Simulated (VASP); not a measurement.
TiO2: single point with PBE

The system is TiO2.

```
Ti O
1.0
     4.59685    0.00000    0.00000
     0.00000    4.59685    0.00000
     0.00000    0.00000    2.95349
Ti O
2 4
Direct
  0.00000 0.00000 0.00000
  0.50000 0.50000 0.50000
  0.30464 0.30464 0.00000
  0.19536 0.80464 0.50000
  0.80464 0.19536 0.50000
  0.69536 0.69536 0.00000
```

* Program: VASP 6.6.1
* Task: single point
* Functional: PBE
* Potentials or basis: VASP PAW PBE potentials, release 64 (Ti_sv, O)
* Cutoff: 520 eV
* k mesh: 6 × 6 × 8
* Occupations: fermi-dirac, width 0.02 eV
* Spin: no spin polarisation

```
Pressure               : 5.9 GPa
Largest force          : 0.082 eV/Å
Band gap on the k mesh : 1.86 eV, direct
```

Forces on the atoms (eV/Å):
```
Ti   0.000  0.000  0.000
Ti   0.000  0.000  0.000
O   -0.058 -0.058  0.000
O    0.058 -0.058  0.000
O   -0.058  0.058  0.000
O    0.058  0.058  0.000
```

Levels at points of the mesh, in eV from the valence-band top:
```tsv
k point	band 21	band 22	band 23	band 24	band 25	band 26	band 27	band 28
(0.00, 0.00, 0.00)	-0.70	-0.45	-0.45	0.00	1.86	2.16	2.40	2.50
(0.50, 0.00, 0.00)	-1.63	-1.63	-0.74	-0.74	2.53	2.53	3.02	3.02
(0.50, 0.50, 0.00)	-1.30	-1.30	-1.06	-1.06	1.90	1.90	2.52	2.52
(0.00, 0.00, 0.50)	-2.36	-2.36	-1.43	-1.43	2.96	2.96	3.18	3.18
(0.50, 0.00, 0.50)	-2.04	-2.04	-1.04	-1.04	1.90	1.90	3.20	3.20
(0.50, 0.50, 0.50)	-1.28	-1.28	-0.67	-0.67	2.59	2.59	3.21	3.21
```

Run time: 63 s on 1 thread of AMD EPYC 9R45 96-Core Processor (Zen 5) (shared host), peak memory 0.19 GiB.

A k mesh can miss the band edges.
